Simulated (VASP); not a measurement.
# InAs (R-3m) in VASP: further runs

InAs is run at these levels: r2SCAN; tasks: single point.

Program: VASP 6.6.1. These are calculated values, not measurements. Logs are shortened: lines on timing, memory, paths and dates and some standing lists are left out, and cuts for length are marked.

### 1 The cell of the first run

The structure is trigonal, space group R-3m (No. 166). Conventional cell: a = 3.230 Å, b = 3.230 Å, c = 15.822 Å, α = 90.00°, β = 90.00°, γ = 120.00°. Within 4.2 Å of In (site symmetry -3m) lie 6 In at 3.23 Å and 6 As at 3.23 Å. Within 4.2 Å of As (site symmetry -3m) lie 6 As at 3.23 Å and 6 In at 3.23 Å.

### 2 Single point, r2SCAN

File POSCAR:

```
InAs
1.0
    1.5224784655      3.8061961637      3.8061961637
    3.8061961637      1.5224784655      3.8061961637
    3.8061961637      3.8061961637      1.5224784655
In As
1 1
Direct
    0.5000000000      0.5000000000      0.5000000000
    0.0000000000      0.0000000000      0.0000000000
```

File INCAR.step1:

```
ALGO = Normal
EDIFF = 1E-4
ENCUT = 520
GGA = PE
ISMEAR = 0
LASPH = T
LCHARG = F
LREAL = F
LWAVE = T
NBANDS = 16
NELM = 60
PREC = Accurate
SIGMA = 0.15
```

File INCAR.step2:

```
ALGO = Normal
EDIFF = 1E-6
ENCUT = 520
ISIF = 2
ISMEAR = 0
ISTART = 1
LASPH = T
LCHARG = F
LMIXTAU = T
LREAL = F
LWAVE = F
METAGGA = R2SCAN
NBANDS = 16
NELM = 60
PREC = Accurate
SIGMA = 0.15
```

File KPOINTS:

```
k-points
0
Gamma
  16 16 16
```

Potentials or basis: VASP PAW PBE potentials, release 64 (In_d, As).

Started as:

```sh
cat potpaw_PBE.64/In_d/POTCAR potpaw_PBE.64/As/POTCAR > POTCAR
cp INCAR.step1 INCAR
mpirun -np 1 vasp_std > vasp.out
cp INCAR.step2 INCAR
mpirun -np 1 vasp_std > vasp.out
```

OUTCAR:

```text
EDIFF = 1E-6
   ENCUT = 520
   ISIF = 2
   ISMEAR = 0
   ISTART = 1
   LASPH = T
   LREAL = F
   METAGGA = R2SCAN
   NELM = 60
   PREC = Accurate

 ion  position               nearest neighbor table
   1  0.500  0.500  0.500-   2 3.23   2 3.23   2 3.23   2 3.23   2 3.23   2 3.23
   2  0.000  0.000  0.000-   1 3.23   1 3.23   1 3.23   1 3.23   1 3.23   1 3.23

  LATTYP: Found a trigonal (rhomboedric) cell.
 ALAT       =     5.5939430772
 COS(alpha) =     0.8333333333

  Lattice vectors:

 A1 = (   1.5224784655,   3.8061961637,   3.8061961637)
 A2 = (   3.8061961637,   1.5224784655,   3.8061961637)
 A3 = (   3.8061961637,   3.8061961637,   1.5224784655)

Analysis of symmetry for initial positions (statically):
=====================================================================
 Subroutine PRICEL returns:
 Original cell was already a primitive cell.

 Routine SETGRP: Setting up the symmetry group for a
 trigonal (rhombohedral) supercell.

 Subroutine GETGRP returns: Found 12 space group operations
 (whereof 12 operations were pure point group operations)
 out of a pool of 12 trial point group operations.

The static configuration has the point symmetry D_3d.

Analysis of symmetry for dynamics (positions and initial velocities):
=====================================================================
 Subroutine PRICEL returns:
 Original cell was already a primitive cell.

 Routine SETGRP: Setting up the symmetry group for a
 trigonal (rhombohedral) supercell.

 Subroutine GETGRP returns: Found 12 space group operations
 (whereof 12 operations were pure point group operations)
 out of a pool of 12 trial point group operations.

The dynamic configuration has the point symmetry D_3d.

 Subroutine INISYM returns: Found 12 space group operations
 (whereof 12 operations are pure point group operations),
 and found     1 'primitive' translations

----------------------------------------------------------------------------------------

                                     Primitive cell

  volume of cell :      47.6417

  direct lattice vectors                    reciprocal lattice vectors
     1.522478466  3.806196164  3.806196164    -0.255431455  0.182451039  0.182451039
     3.806196164  1.522478466  3.806196164     0.182451039 -0.255431455  0.182451039
     3.806196164  3.806196164  1.522478466     0.182451039  0.182451039 -0.255431455

  length of vectors
     5.593943077  5.593943077  5.593943077     0.363072983  0.363072983  0.363072983

  position of ions in fractional coordinates (direct lattice)
     0.500000000  0.500000000  0.500000000
     0.000000000  0.000000000  0.000000000

  ion indices of the primitive-cell ions
   primitive index   ion index
                 1           1
                 2           2

----------------------------------------------------------------------------------------

 KPOINTS: k-points

Automatic generation of k-mesh.
 Grid dimensions read from file:
 generate k-points for:   16   16   16

 Generating k-lattice:

  Cartesian coordinates                     Fractional coordinates (reciprocal lattice)
    -0.015964466  0.011403190  0.011403190     0.062500000  0.000000000  0.000000000
     0.011403190 -0.015964466  0.011403190     0.000000000  0.062500000  0.000000000
     0.011403190  0.011403190 -0.015964466     0.000000000  0.000000000  0.062500000

  Length of vectors
     0.022692061  0.022692061  0.022692061

  Shift w.r.t. Gamma in fractional coordinates (k-lattice)
     0.000000000  0.000000000  0.000000000

 Subroutine IBZKPT returns following result:
 ===========================================

 Found    417 irreducible k-points:

 Following reciprocal coordinates:
            Coordinates               Weight
  0.000000  0.000000  0.000000      1.000000
  0.062500 -0.000000 -0.000000      6.000000
  0.125000 -0.000000 -0.000000      6.000000
  0.187500 -0.000000 -0.000000      6.000000
  0.250000 -0.000000 -0.000000      6.000000
  0.312500  0.000000  0.000000      6.000000
[... 16 lines left out ...]
 -0.125000  0.062500 -0.000000     12.000000
 -0.062500  0.062500  0.000000      6.000000
 [... further k-points ...]
   k-points           NKPTS =    417   k-points in BZ     NKDIM =    417   number of bands    NBANDS=     16
   number of dos      NEDOS =    301   number of ions     NIONS =      2
   total plane-waves  NPLWV =  74088
   dimension x,y,z NGX =    42 NGY =   42 NGZ =   42
   dimension x,y,z NGXF=    84 NGYF=   84 NGZF=   84
   ions per type =               1   1
   NGX,Y,Z   is equivalent  to a cutoff of  12.48, 12.48, 12.48 a.u.
   NGXF,Y,Z  is equivalent  to a cutoff of  24.96, 24.96, 24.96 a.u.
 SYSTEM =  unknown system
   PREC   = accura    normal or accurate (medium, high low for compatibility)
   ISTART =      1    job   : 0-new  1-cont  2-samecut
   ICHARG =      0    charge: 1-file 2-atom 10-const
   ISPIN  =      1    spin polarized calculation?
   LNONCOLLINEAR =      F non collinear calculations
   LSORBIT =      F    spin-orbit coupling
   LASPH  =      T    aspherical Exc in radial PAW
   ENCUT  =  520.0 eV  38.22 Ry    6.18 a.u.  10.40 10.40 10.40*2*pi/ulx,y,z
   NELM   =     60;   NELMIN=  2; NELMDL=  0     # of ELM steps
   EDIFF  = 0.1E-05   stopping-criterion for ELM
   LREAL  =      F    real-space projection
[... 7 lines left out ...]
   TEBEG  =    0.0;   TEEND  =   0.0 temperature during run
   PSTRESS=    0.0 pullay stress
   NELECT =      18.0000    total number of electrons
   NUPDOWN=      -1.0000    fix difference up-down
   EMIN   =  10.00;   EMAX   =-10.00  energy-range for DOS
   EFERMI =   0.00;   METHOD = LEGACY
   ISMEAR =     0;   SIGMA  =   0.15  broadening in eV -4-tet -1-fermi 0-gaus
   EFERMI_NEDOS =   21; number of points for ismear=-14 and -15
   IALGO  =     38    algorithm
   IMIX   =      4    mixing-type and parameters
     AMIX     =   0.40;   BMIX     =  1.00
     AMIX_MAG =   1.60;   BMIX_MAG =  1.00
  volume/ion in A,a.u.               =      23.82       160.75
  Fermi-wavevector in a.u.,A,eV,Ry     =   1.183505  2.236499 19.057448  1.400683
  Thomas-Fermi vector in A             =   2.319738
   LORBIT       =      0    0 simple, 1 ext, 2 COOP (PROOUT), +10 PAW based schemes
   METAGGA = R2SCAN    functional components
   LHFCALC =     F    Hartree Fock is set to
   AEXX    =    0.0000 exact exchange contribution
   IVDW    =     0    specifies the selected vdW correction
   LEPSILON=     F    determine dielectric tensor
   LRPA    =     F    only Hartree local field effects (RPA)
 non-spin polarized calculation
 Gauss-broadening in eV      SIGMA  =   0.15
  energy-cutoff  :      520.00
  volume of cell :       47.64
 maximum number of plane-waves:      1306
 NGX is ok and might be reduce to    42
   NGX = 21   NGY = 21   NGZ = 21

 number of electron      18.0000004 magnetization

 Free energy of the ion-electron system (eV)
  ---------------------------------------------------
  ext. energy  EPLUGINS =         0.00000000
  ---------------------------------------------------
  free energy    TOTEN  =       -36.56267911 eV

  energy without entropy =      -36.54852619  energy(sigma->0) =      -36.55560265

 E-fermi :   6.3653     XC(G=0): -10.8903

 val. band max:        6.3649652649   @ k =  -0.3125   0.2500   0.1250
 cond. band min:       6.3676303242   @ k =  -0.0625   0.1875   0.0625
 fundamental gap:      0.0026650594
 Fermi energy:         6.3652820930

 k-point     1 :       0.0000    0.0000    0.0000
  band No.  band energies     occupation
      1      -9.0462      2.00000
      2      -8.9386      2.00000
      3      -8.9386      2.00000
      4      -8.6842      2.00000
      5      -8.6842      2.00000
      6      -6.8701      2.00000
[... 8 lines left out ...]
     15      18.1388      0.00000
     16      18.1388      0.00000

 k-point     2 :       0.0625   -0.0000   -0.0000
  band No.  band energies     occupation
      1      -9.0351      2.00000
      2      -8.9423      2.00000
      3      -8.9243      2.00000
      4      -8.6946      2.00000
      5      -8.6863      2.00000
      6      -6.8002      2.00000
[... 8 lines left out ...]
     15      17.6527      0.00000
     16      18.4101      0.00000

 k-point     3 :       0.1250   -0.0000   -0.0000
  band No.  band energies     occupation
      1      -9.0127      2.00000
      2      -8.9443      2.00000
      3      -8.8832      2.00000
      4      -8.7241      2.00000
      5      -8.6923      2.00000
      6      -6.5920      2.00000
[... 8 lines left out ...]
     15      18.1422      0.00000
     16      18.3520      0.00000

 k-point     4 :       0.1875   -0.0000   -0.0000
  band No.  band energies     occupation
      1      -9.0170      2.00000
      2      -8.9105      2.00000
      3      -8.8210      2.00000
      4      -8.7674      2.00000
      5      -8.7013      2.00000
      6      -6.2515      2.00000
[... 8 lines left out ...]
     15      17.9615      0.00000
     16      19.1033      0.00000

 k-point     5 :       0.2500   -0.0000   -0.0000
  band No.  band energies     occupation
      1      -9.0455      2.00000
      2      -8.8491      2.00000
      3      -8.8172      2.00000
      4      -8.7465      2.00000
      5      -8.7119      2.00000
      6      -5.7921      2.00000
[... 8 lines left out ...]
     15      17.6199      0.00000
     16      18.5624      0.00000

 k-point     6 :       0.3125    0.0000    0.0000
  band No.  band energies     occupation
      1      -9.0787      2.00000
      2      -8.8656      2.00000
      3      -8.7846      2.00000
      4      -8.7225      2.00000
      5      -8.6708      2.00000
      6      -5.2416      2.00000
[... 8 lines left out ...]
     15      16.9944      0.00000
     16      18.4041      0.00000

 k-point     7 :       0.3750   -0.0000   -0.0000
  band No.  band energies     occupation
      1      -9.1081      2.00000
      2      -8.9057      2.00000
      3      -8.7315      2.00000
      4      -8.7299      2.00000
      5      -8.6056      2.00000
      6      -4.6574      2.00000
[... 8 lines left out ...]
     15      16.4635      0.00000
     16      18.6740      0.00000

 k-point     8 :       0.4375    0.0000    0.0000
  band No.  band energies     occupation
      1      -9.1282      2.00000
      2      -8.9319      2.00000
      3      -8.7375      2.00000
      4      -8.6936      2.00000
      5      -8.5615      2.00000
      6      -4.1591      2.00000
[... 8 lines left out ...]
     15      16.1660      0.00000
     16      19.1440      0.00000

 k-point     9 :       0.5000   -0.0000   -0.0000
  band No.  band energies     occupation
      1      -9.1353      2.00000
      2      -8.9411      2.00000
      3      -8.7396      2.00000
      4      -8.6809      2.00000
      5      -8.5460      2.00000
      6      -3.9492      2.00000
[... 8 lines left out ...]
     15      16.0720      0.00000
     16      19.6912      0.00000
[... 172 lines left out ...]
 k-point    19 :      -0.3750    0.0625    0.0000
  band No.  band energies     occupation
      1      -9.1033      2.00000
      2      -8.9182      2.00000
      3      -8.7413      2.00000
      4      -8.7153      2.00000
      5      -8.5872      2.00000
      6      -4.3543      2.00000
[... 8 lines left out ...]
     15      17.1140      0.00000
     16      19.3581      0.00000

 k-point    20 :      -0.3125    0.0625    0.0000
  band No.  band energies     occupation
      1      -9.0788      2.00000
      2      -8.8859      2.00000
      3      -8.7671      2.00000
      4      -8.7328      2.00000
      5      -8.6352      2.00000
      6      -4.9139      2.00000
[... 8 lines left out ...]
     15      17.5202      0.00000
     16      19.0081      0.00000

 k-point    21 :      -0.2500    0.0625   -0.0000
  band No.  band energies     occupation
      1      -9.0475      2.00000
      2      -8.8432      2.00000
      3      -8.8319      2.00000
      4      -8.7218      2.00000
      5      -8.6995      2.00000
      6      -5.4879      2.00000
[... 8 lines left out ...]
     15      18.1540      0.00000
     16      18.8632      0.00000

 k-point    22 :      -0.1875    0.0625   -0.0000
  band No.  band energies     occupation
      1      -9.0157      2.00000
      2      -8.8986      2.00000
      3      -8.7952      2.00000
      4      -8.7714      2.00000
      5      -8.7099      2.00000
      6      -5.9939      2.00000
[... 8 lines left out ...]
     15      18.6851      0.00000
     16      18.9689      0.00000

 k-point    23 :      -0.1250    0.0625   -0.0000
  band No.  band energies     occupation
      1      -8.9960      2.00000
      2      -8.9483      2.00000
      3      -8.8403      2.00000
      4      -8.7499      2.00000
      5      -8.6989      2.00000
      6      -6.3925      2.00000
[... 8 lines left out ...]
     15      18.0412      0.00000
     16      18.9781      0.00000

 k-point    24 :      -0.0625    0.0625    0.0000
  band No.  band energies     occupation
      1      -9.0158      2.00000
      2      -8.9500      2.00000
      3      -8.8947      2.00000
      4      -8.7143      2.00000
      5      -8.6906      2.00000
      6      -6.6643      2.00000
[... 8 lines left out ...]
     15      17.1633      0.00000
     16      19.0536      0.00000

 [... further k-points ...]
[... 5 lines left out ...]
  --------------------------------------------------------------------------------------
  -------------------------------------------------------------------------------------
  Total       -0.8153906     -0.8153906     -0.8153906     -0.0554155     -0.0554155     -0.0554155
  in kB      -27.4213625    -27.4213625    -27.4213625     -1.8636078     -1.8636078     -1.8636078
  external PRESSURE =     -27.4213625 kB  Pullay stress =       0.0000000 kB

 VOLUME and BASIS-vectors are now :
 -----------------------------------------------------------------------------
  energy-cutoff  :      520.00
  volume of cell :       47.64
      direct lattice vectors                 reciprocal lattice vectors
     1.522478466  3.806196164  3.806196164    -0.255431455  0.182451039  0.182451039
     3.806196164  1.522478466  3.806196164     0.182451039 -0.255431455  0.182451039
     3.806196164  3.806196164  1.522478466     0.182451039  0.182451039 -0.255431455

 POSITION                                       TOTAL-FORCE (eV/Angst)
 -----------------------------------------------------------------------------------
      4.56744      4.56744      4.56744         0.000000     -0.000000     -0.000000
      0.00000      0.00000      0.00000        -0.000000      0.000000      0.000000
 -----------------------------------------------------------------------------------
    total drift:                               -0.000000     -0.000000     -0.000000

  FREE ENERGIE OF THE ION-ELECTRON SYSTEM (eV)
  ---------------------------------------------------
  free  energy   TOTEN  =       -36.5626791097 eV

  energy  without entropy=      -36.5485261856  energy(sigma->0) =      -36.55560265
```

Wall time 25 min (1 thread of AMD EPYC 9R45 (Zen 5), shared host); peak memory 0.5 GiB.

What came out:

| Item | Value |
| --- | --- |
| Free energy | -36.5627 eV |
| Pressure | -2.7 GPa |
| Band gap on the k mesh | zero (bands 9 and 10 overlap by 5.03 eV) |

Levels at points of the mesh, in eV from the Fermi level:
```csv
k point,band 5,band 6,band 7,band 8,band 9,band 10,band 11,band 12,band 13,band 14
"(0.00, 0.00, 0.00)",-15.05,-13.24,-6.74,-4.94,3.52,3.52,7.97,9.89,11.42,11.42
"(0.50, 0.00, 0.00)",-14.91,-10.31,-5.59,-2.39,-1.90,0.70,1.43,2.41,6.21,6.98
"(0.50, 0.50, 0.00)",-14.91,-10.11,-5.13,-3.74,-3.03,1.11,1.97,6.44,7.07,7.27
"(0.50, 0.50, 0.50)",-15.05,-12.92,-9.09,0.55,1.90,3.59,3.59,9.34,10.00,10.00
```

Caveat: the PAW data sets were made with another functional, which shifts forces and pressure a little; spin-orbit coupling is left out, which moves the levels of the heavy elements.

(Part 1 of 2 ends here.)
